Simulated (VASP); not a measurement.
A run of VASP 6.6.1 is set up as follows.

INCAR

```
SYSTEM = HfTi2Si2
ALGO = Normal
EDIFF = 1E-7
EDIFFG = -0.04
ENCUT = 600
GGA = PE
IBRION = 2
ISIF = 3
ISMEAR = 0
LASPH = .TRUE.
LCHARG = .FALSE.
LREAL = .FALSE.
LWAVE = .FALSE.
NELM = 60
NSW = 90
PREC = Accurate
SIGMA = 0.1
```

File KPOINTS:

```
k-points
0
G
  6 6 4
  0 0 0
```

File POSCAR:

```
HfTi2Si2
1.0
    4.3781930501      0.0000000000      0.0000000000
   -2.1890965250      3.7916264041      0.0000000000
    0.0000000000      0.0000000000      7.2246260754
Hf Ti Si
1 2 2
Direct
    0.6666666667      0.3333333333      0.5000000000
    0.3333333333      0.6666666667      0.5000000000
    0.0000000000      0.0000000000      0.0000000000
    0.6666666667      0.3333333333      0.8473655157
    0.6666666667      0.3333333333      0.1526344843
```

Potentials or basis: VASP PAW PBE potentials, release 64 (Hf_pv, Ti_sv, Si).

Run with:

```sh
$ cat potpaw_PBE.64/Hf_pv/POTCAR potpaw_PBE.64/Ti_sv/POTCAR potpaw_PBE.64/Si/POTCAR > POTCAR
$ mpirun -np 1 vasp_std > vasp.out
```

(1) What does it give for the space group after relaxing (to 0.1 Å)?

(2) Estimate the band gap on the k mesh.

(3) What does it give for the relaxed cell?

Results:

(1) P-6m2 (No. 187).

(2) zero (bands 21 and 22 overlap by 0.46 eV).

(3) a = 4.394 Å, b = 4.394 Å, c = 7.190 Å, α = 90.00°, β = 90.00°, γ = 120.00°.

Caveat: spin-orbit coupling is left out, which moves the levels of the heavy elements.
